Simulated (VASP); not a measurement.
## CaS (Oldhamite): relaxation of cell and atoms with r2SCAN

CaS (Oldhamite):

```
Ca S
1.0
     2.84788    2.84788    0.00000
    -2.84788    2.84788    0.00000
     0.00000    2.84788    2.84788
Ca S
1 1
Direct
  0.00000 0.00000 0.00000
  0.50000 0.50000 0.00000
```

```yaml
Program: VASP 6.6.1
Task: relaxation of cell and atoms
Functional: r2SCAN
Potentials_or_basis: VASP PAW PBE potentials, release 64 (Ca_sv, S)
Cutoff: 550 eV
k_mesh: 8 × 8 × 8
Occupations: gaussian, width 0.01 eV
Spin: no spin polarisation
Target_pressure: 2 GPa
Dipole_correction: no
Further_INCAR_settings: ALGO = Normal; EDIFF = 1e-07; IBRION = 2; EDIFFG = -0.002; NSW = 100; ISIF = 3
```

```json
{"Relaxed volume": "22.51 Å³/atom", "Relaxed cell": "a = 3.993 Å, b = 3.993 Å, c = 3.993 Å, α = 60.00°, β = 60.00°, γ = 90.00°", "Space group after relaxing (to 0.05 Å)": "Fm-3m (No. 225)", "Energy change on relaxing (the enthalpy is what falls)": "+4.1 meV/atom", "Ionic steps": "3", "Pressure after relaxing": "2.0 GPa", "Band gap on the k mesh": "2.74 eV, indirect (least direct gap 3.59 eV)"}
```

Step by step:
```tsv
step	energy change (eV)	largest force (eV/Å)	pressure (GPa)	volume (Å³)
1	0.0000	0.0000	0.30	46.19
2	0.0148	0.0000	2.71	44.58
3	0.0083	0.0000	2.00	45.02
```

Final structure:
```
CELL_PARAMETERS angstrom
2.82357 2.82357 0.00000
-2.82357 2.82357 0.00000
0.00000 2.82357 2.82357
ATOMIC_POSITIONS crystal
Ca 0.00000 0.00000 0.00000
S 0.50000 0.50000 0.00000
```

Levels at points of the mesh, in eV from the valence-band top:
```csv
k point,band 4,band 5,band 6,band 7,band 8,band 9,band 10,band 11,band 12
"(0.00, 0.00, 0.00)",-20.73,-11.88,0.00,0.00,0.00,4.67,4.67,4.67,5.10
"(0.50, 0.00, 0.00)",-20.75,-10.99,-3.20,-1.21,-1.21,5.84,6.77,6.90,6.90
"(0.50, 0.50, 0.00)",-20.79,-11.21,-2.36,-0.84,-0.84,2.74,6.23,6.91,7.52
```

Run time: 2.7 min on 1 thread of Intel(R) Xeon(R) Platinum 8488C (Sapphire Rapids), on a shared host, peak memory 0.21 GiB.

Caveat: the cell is relaxed towards a set pressure, so the enthalpy falls and the energy may rise; the PAW data sets were made with another functional, which shifts forces and pressure a little. r2SCAN opens gaps a little over a GGA but as a rule still falls short of measured ones.
